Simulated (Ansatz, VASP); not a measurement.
## P: VASP beside Ansatz

```xyz
2
Lattice="0.0000 2.6938 2.6938 2.6938 0.0000 2.6938 2.6938 2.6938 0.0000" Properties=species:S:1:pos:R:3 pbc="T T T"
P    -0.6734   -0.6734   -0.6734
P     0.6734    0.6734    0.6734
```

Alike in both runs: functional PBEsol; k mesh 12 × 12 × 12; occupations fermi-dirac, width 0.08 eV; no spin polarisation.

Ansatz relaxed the structure, and its values are those at the end. VASP's run is a single point on that final structure, the one shown.

|  | VASP | Ansatz |
| --- | --- | --- |
| version | VASP 6.6.1 | Ansatz 0.2.0 |
| potentials or method | VASP PAW PBE potentials, release 64 (P) | PAW with Ansatz's default frozen-core files, scalar-relativistic |
| plane-wave cutoff (eV) | 520 | 420 |
| valence electrons in the cell | 10 | 10 |

```tsv
	VASP	Ansatz	Ansatz less VASP
pressure (GPa)	0.1	0.0	-0.10
```

VASP's potentials were made for PBE, not for PBEsol.
